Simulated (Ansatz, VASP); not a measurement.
La in VASP and in Ansatz

```
La
1.0
     0.00000    3.60004    3.60004
     3.60004    0.00000    3.60004
     3.60004    3.60004    0.00000
La
2
Direct
  0.87500 0.87500 0.87500
  0.12500 0.12500 0.12500
```

Alike in both runs: task relaxation of cell and atoms; functional PBE; k mesh 9 × 9 × 9; occupations fermi-dirac, width 0.05 eV; no spin polarisation.

|  | VASP | Ansatz |
| --- | --- | --- |
| version | VASP 6.6.1 | Ansatz 0.2.0 |
| potentials or method | VASP PAW PBE potentials, release 64 (La) | PAW with Ansatz's default frozen-core files, scalar-relativistic |
| plane-wave cutoff (eV) | 600 | 420 |
| valence electrons in the cell | 22 | 22 |

```csv
,VASP,Ansatz,Ansatz less VASP
relaxed volume (Å³/atom),37.32,37.21,-0.110
relaxed cell length with the largest relative difference (Å),4.726,4.721,-0.0047
```

Spin-orbit coupling is off throughout. Noted on VASP's run: the volume moved by over 15 % at a fixed basis, so the end points are rough.
